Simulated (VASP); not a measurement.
# MgCd3Se4 (R-3m) in VASP: single point with PBE

Aim: the single point of MgCd3Se4 with PBE.

Program: VASP 6.6.1. These are calculated values, not measurements. Logs are shortened: lines on timing, memory, paths and dates and some standing lists are left out, and cuts for length are marked.

## Step 1: The cell of the first run

It takes space group R-3m (No. 166, trigonal). The conventional cell has a = 5.867 Å, b = 5.867 Å, c = 17.540 Å, α = 90.00°, β = 90.00°, γ = 120.00°. Within 3.9 Å of Mg (site symmetry -3m) lie 6 Cd at 2.93 Å and 6 Se at 3.38 Å. Within 3.9 Å of Cd (site symmetry 2/m) lie 2 Mg at 2.93 Å and 4 Cd at 2.93 Å and 6 Se at 3.38 Å. Se (site symmetry 2/m) has 6 Se at 2.93 Å and 2 Mg at 3.38 Å and 4 Cd at 3.38 Å within 3.9 Å. Within 3.9 Å of Se (site symmetry -3m) lie 6 Se at 2.93 Å and 6 Cd at 3.38 Å.

## Step 2: Single point, PBE

File INCAR:

```
SYSTEM = MgCd3Se4
PREC = Accurate
ENCUT = 600
EDIFF = 1E-6
ISMEAR = 0
SIGMA = 0.15
LREAL = .FALSE.
LASPH = .TRUE.
NELM = 120
ALGO = Normal
ISIF = 2
LWAVE = .FALSE.
LCHARG = .TRUE.
GGA = PE
LELF = .TRUE.
LVHAR = .TRUE.
NBANDS = 41
GGA_COMPAT = .FALSE.
```

File KPOINTS:

```
Automatic mesh
0
G
  2 2 2
  0 0 0
```

File POSCAR:

```
MgCd3Se4
1.0
    2.9333958260      1.6935968679      5.8466103599
   -2.9333958260      1.6935968679      5.8466103599
    0.0000000000     -3.3871937415      5.8466103582
Mg Cd Se
1 3 4
Direct
    0.5000000000      0.5000000000      0.5000000000
    0.0000000000      0.0000000000      0.5000000000
    0.5000000000      0.0000000000      0.0000000000
    0.0000000000      0.5000000000      0.0000000000
    0.5000000000      0.5000000000      0.0000000000
    0.0000000000      0.5000000000      0.5000000000
    0.5000000000      0.0000000000      0.5000000000
    0.0000000000      0.0000000000      0.0000000000
```

Potentials or basis: VASP PAW PBE potentials, release 64 (Mg, Cd, Se).

Launch:

```sh
$ cat potpaw_PBE.64/Mg/POTCAR potpaw_PBE.64/Cd/POTCAR potpaw_PBE.64/Se/POTCAR > POTCAR
$ mpirun -np 1 vasp_std > vasp.out
```

OUTCAR:

```text
SYSTEM = MgCd3Se4
   PREC = Accurate
   ENCUT = 600
   EDIFF = 1E-6
   ISMEAR = 0
   LREAL = .FALSE.
   LASPH = .TRUE.
   NELM = 120
   ISIF = 2
   GGA = PE

 ion  position               nearest neighbor table
   1  0.500  0.500  0.500-   2 2.93   2 2.93   3 2.93   3 2.93   4 2.93   4 2.93
   2  0.000  0.000  0.500-   1 2.93   1 2.93   3 2.93   4 2.93   4 2.93   3 2.93
   3  0.500  0.000  0.000-   4 2.93   4 2.93   1 2.93   1 2.93   2 2.93   2 2.93
   4  0.000  0.500  0.000-   3 2.93   3 2.93   2 2.93   1 2.93   1 2.93   2 2.93
   5  0.500  0.500  0.000-
   6  0.000  0.500  0.500-
   7  0.500  0.000  0.500-
   8  0.000  0.000  0.000-

  LATTYP: Found a trigonal (rhomboedric) cell.
 ALAT       =     6.7569175016
 COS(alpha) =     0.6230583718

  Lattice vectors:

 A1 = (   2.9333958260,   1.6935968679,   5.8466103599)
 A2 = (  -2.9333958260,   1.6935968679,   5.8466103599)
 A3 = (   0.0000000000,  -3.3871937415,   5.8466103582)

Analysis of symmetry for initial positions (statically):
=====================================================================
 Subroutine PRICEL returns:
 Original cell was already a primitive cell.

 Routine SETGRP: Setting up the symmetry group for a
 trigonal (rhombohedral) supercell.

 Subroutine GETGRP returns: Found 12 space group operations
 (whereof 12 operations were pure point group operations)
 out of a pool of 12 trial point group operations.

The static configuration has the point symmetry D_3d.

Analysis of symmetry for dynamics (positions and initial velocities):
=====================================================================
 Subroutine PRICEL returns:
 Original cell was already a primitive cell.

 Routine SETGRP: Setting up the symmetry group for a
 trigonal (rhombohedral) supercell.

 Subroutine GETGRP returns: Found 12 space group operations
 (whereof 12 operations were pure point group operations)
 out of a pool of 12 trial point group operations.

The dynamic configuration has the point symmetry D_3d.

 Subroutine INISYM returns: Found 12 space group operations
 (whereof 12 operations are pure point group operations),
 and found     1 'primitive' translations

----------------------------------------------------------------------------------------

                                     Primitive cell

  volume of cell :     174.2754

  direct lattice vectors                    reciprocal lattice vectors
     2.933395826  1.693596868  5.846610360     0.170450914  0.098409881  0.057013092
    -2.933395826  1.693596868  5.846610360    -0.170450914  0.098409881  0.057013092
     0.000000000 -3.387193741  5.846610358     0.000000000 -0.196819762  0.057013092

  length of vectors
     6.756917502  6.756917502  6.756917502     0.204910984  0.204910984  0.204910984

  position of ions in fractional coordinates (direct lattice)
     0.500000000  0.500000000  0.500000000
     0.000000000  0.000000000  0.500000000
     0.500000000  0.000000000  0.000000000
     0.000000000  0.500000000  0.000000000
     0.500000000  0.500000000  0.000000000
     0.000000000  0.500000000  0.500000000
     0.500000000  0.000000000  0.500000000
     0.000000000  0.000000000  0.000000000

  ion indices of the primitive-cell ions
   primitive index   ion index
                 1           1
                 2           2
                 3           3
                 4           4
                 5           5
                 6           6
                 7           7
                 8           8

----------------------------------------------------------------------------------------

 KPOINTS: Automatic mesh

Automatic generation of k-mesh.
 Grid dimensions read from file:
 generate k-points for:    2    2    2

 Generating k-lattice:

  Cartesian coordinates                     Fractional coordinates (reciprocal lattice)
     0.085225457  0.049204941  0.028506546     0.500000000  0.000000000  0.000000000
    -0.085225457  0.049204941  0.028506546     0.000000000  0.500000000  0.000000000
     0.000000000 -0.098409881  0.028506546     0.000000000  0.000000000  0.500000000

  Length of vectors
     0.102455492  0.102455492  0.102455492

  Shift w.r.t. Gamma in fractional coordinates (k-lattice)
     0.000000000  0.000000000  0.000000000

 Subroutine IBZKPT returns following result:
 ===========================================

 Found      4 irreducible k-points:

 Following reciprocal coordinates:
            Coordinates               Weight
  0.000000  0.000000  0.000000      1.000000
  0.500000 -0.000000  0.000000      3.000000
  0.500000  0.500000  0.000000      3.000000
  0.500000  0.500000  0.500000      1.000000
   k-points           NKPTS =      4   k-points in BZ     NKDIM =      4   number of bands    NBANDS=     41
   number of dos      NEDOS =    301   number of ions     NIONS =      8
   total plane-waves  NPLWV = 157464
   dimension x,y,z NGX =    54 NGY =   54 NGZ =   54
   dimension x,y,z NGXF=   108 NGYF=  108 NGZF=  108
   ions per type =               1   3   4
   NGX,Y,Z   is equivalent  to a cutoff of  13.29, 13.29, 13.29 a.u.
   NGXF,Y,Z  is equivalent  to a cutoff of  26.57, 26.57, 26.57 a.u.
 SYSTEM =  MgCd3Se4
   PREC   = accura    normal or accurate (medium, high low for compatibility)
   ISTART =      0    job   : 0-new  1-cont  2-samecut
   ICHARG =      2    charge: 1-file 2-atom 10-const
   ISPIN  =      1    spin polarized calculation?
   LNONCOLLINEAR =      F non collinear calculations
   LSORBIT =      F    spin-orbit coupling
   LASPH  =      T    aspherical Exc in radial PAW
   ENCUT  =  600.0 eV  44.10 Ry    6.64 a.u.  13.50 13.50 13.50*2*pi/ulx,y,z
   NELM   =    120;   NELMIN=  2; NELMDL= -5     # of ELM steps
   EDIFF  = 0.1E-05   stopping-criterion for ELM
   LREAL  =      F    real-space projection
   EDIFFG = 0.1E-04   stopping-criterion for IOM
   NSW    =      0    number of steps for IOM
   IBRION =     -1    ionic relax: 0-MD 1-quasi-New 2-CG
   NFREE  =      0    steps in history (QN), initial steepest desc. (CG)
   ISIF   =      2    stress and relaxation
   ISYM   =      2    0-nonsym 1-usesym 2-fastsym
   POTIM  = 0.5000    time-step for ionic-motion
   TEBEG  =    0.0;   TEEND  =   0.0 temperature during run
   PSTRESS=    0.0 pullay stress
   NELECT =      62.0000    total number of electrons
   NUPDOWN=      -1.0000    fix difference up-down
   EMIN   =  10.00;   EMAX   =-10.00  energy-range for DOS
   EFERMI =   0.00;   METHOD = LEGACY
   ISMEAR =     0;   SIGMA  =   0.15  broadening in eV -4-tet -1-fermi 0-gaus
   EFERMI_NEDOS =   21; number of points for ismear=-14 and -15
   IALGO  =     38    algorithm
   IMIX   =      4    mixing-type and parameters
     AMIX     =   0.40;   BMIX     =  1.00
     AMIX_MAG =   1.60;   BMIX_MAG =  1.00
  volume/ion in A,a.u.               =      21.78       147.01
  Fermi-wavevector in a.u.,A,eV,Ry     =   1.160005  2.192092 18.308171  1.345613
  Thomas-Fermi vector in A             =   2.296592
   LORBIT       =      0    0 simple, 1 ext, 2 COOP (PROOUT), +10 PAW based schemes
   GGA     = PE    functional components
   LHFCALC =     F    Hartree Fock is set to
   AEXX    =    0.0000 exact exchange contribution
   IVDW    =     0    specifies the selected vdW correction
   LEPSILON=     F    determine dielectric tensor
   LRPA    =     F    only Hartree local field effects (RPA)
 non-spin polarized calculation
 Gauss-broadening in eV      SIGMA  =   0.15
  energy-cutoff  :      600.00
  volume of cell :      174.28
 maximum number of plane-waves:      5837
 NGX is ok and might be reduce to    54
   NGX = 27   NGY = 27   NGZ = 27

 number of electron      61.9999995 magnetization

 Free energy of the ion-electron system (eV)
  ---------------------------------------------------
  ext. energy  EPLUGINS =         0.00000000
  ---------------------------------------------------
  free energy    TOTEN  =       -18.33268548 eV

  energy without entropy =      -18.30486463  energy(sigma->0) =      -18.31877506

 E-fermi :   3.3653     XC(G=0): -10.2773

 val. band max:        3.3391952323   @ k =   0.5000   0.5000   0.5000
 cond. band min:       3.9062504912   @ k =   0.0000   0.0000   0.0000
 fundamental gap:      0.5670552589
 Fermi energy:         3.3652715129

 k-point     1 :       0.0000    0.0000    0.0000
  band No.  band energies     occupation
      1     -11.4791      2.00000
      2      -8.3790      2.00000
      3      -8.3790      2.00000
      4      -8.3358      2.00000
      5      -5.8319      2.00000
      6      -5.5613      2.00000
[... 33 lines left out ...]
     40       9.7950      0.00000
     41       9.7950      0.00000

 k-point     2 :       0.5000   -0.0000    0.0000
  band No.  band energies     occupation
      1     -10.3222      2.00000
      2     -10.2984      2.00000
      3      -8.4952      2.00000
      4      -8.4756      2.00000
      5      -5.5796      2.00000
      6      -5.3115      2.00000
[... 33 lines left out ...]
     40       8.8548      0.00000
     41       9.0742      0.00000

 k-point     3 :       0.5000    0.5000    0.0000
  band No.  band energies     occupation
      1     -10.3129      2.00000
      2     -10.2732      2.00000
      3      -8.5076      2.00000
      4      -8.4629      2.00000
      5      -5.5799      2.00000
      6      -5.3179      2.00000
[... 33 lines left out ...]
     40       8.3398      0.00000
     41       8.5840      0.00000

 k-point     4 :       0.5000    0.5000    0.5000
  band No.  band energies     occupation
      1     -11.4380      2.00000
      2      -8.3481      2.00000
      3      -8.3481      2.00000
      4      -8.2900      2.00000
      5      -5.8413      2.00000
      6      -5.5645      2.00000
[... 33 lines left out ...]
     40       7.1897      0.00000
     41       7.1897      0.00000

------------------------ aborting loop because EDIFF is reached ----------------------------------------

  FORCE on cell =-STRESS in cart. coord.  units (eV):
  Direction    XX          YY          ZZ          XY          YZ          ZX
  --------------------------------------------------------------------------------------
  -------------------------------------------------------------------------------------
  Total       -0.0715132     -0.0715132      0.2206649      0.0000000     -0.0000000     -0.0000000
  in kB       -0.6574468     -0.6574468      2.0286523      0.0000000     -0.0000000     -0.0000000
  external PRESSURE =       0.2379196 kB  Pullay stress =       0.0000000 kB

 VOLUME and BASIS-vectors are now :
 -----------------------------------------------------------------------------
  energy-cutoff  :      600.00
  volume of cell :      174.28
      direct lattice vectors                 reciprocal lattice vectors
     2.933395826  1.693596868  5.846610360     0.170450914  0.098409881  0.057013092
    -2.933395826  1.693596868  5.846610360    -0.170450914  0.098409881  0.057013092
     0.000000000 -3.387193741  5.846610358     0.000000000 -0.196819762  0.057013092

 POSITION                                       TOTAL-FORCE (eV/Angst)
 -----------------------------------------------------------------------------------
      0.00000     -0.00000      8.76992         0.000000     -0.000000     -0.000000
      0.00000     -1.69360      2.92331         0.000000     -0.000000      0.000000
      1.46670      0.84680      2.92331         0.000000      0.000000     -0.000000
     -1.46670      0.84680      2.92331         0.000000      0.000000     -0.000000
      0.00000      1.69360      5.84661        -0.000000     -0.000000      0.000000
     -1.46670     -0.84680      5.84661         0.000000      0.000000     -0.000000
      1.46670     -0.84680      5.84661        -0.000000      0.000000      0.000000
      0.00000      0.00000      0.00000         0.000000      0.000000     -0.000000
 -----------------------------------------------------------------------------------
    total drift:                                0.000000     -0.000000     -0.000000

  FREE ENERGIE OF THE ION-ELECTRON SYSTEM (eV)
  ---------------------------------------------------
  free  energy   TOTEN  =       -18.3326854839 eV

  energy  without entropy=      -18.3048646304  energy(sigma->0) =      -18.31877506
```

Wall time 32 s (1 thread of Intel Xeon 6975P-C (Granite Rapids), shared host); peak memory 0.39 GiB.

Results:

```yaml
Free_energy: -18.3327 eV
Pressure: 0.0 GPa
Band_gap_on_the_k_mesh: zero (band 31 reaches 4.59 eV, above the bottom of band 32 at 2.75 eV)
```

Stress tensor (GPa, compression positive):
```
-0.07  0.00  0.00
 0.00 -0.07  0.00
 0.00  0.00  0.20
```

Levels at points of the mesh, in eV from the Fermi level:
```csv
k point,band 28,band 29,band 30,band 31,band 32,band 33
"(0.00, 0.00, 0.00)",0.54,0.54,1.21,1.23,1.23,1.68
"(0.50, 0.00, 0.00)",-1.88,-1.88,-1.32,-1.31,1.22,1.30
"(0.50, 0.50, 0.00)",-1.53,-1.30,-1.04,-0.85,-0.61,-0.48
"(0.50, 0.50, 0.50)",-0.09,-0.03,-0.03,1.18,1.26,1.26
```

Caveat: the k points lie up to 0.64 Å⁻¹ apart.
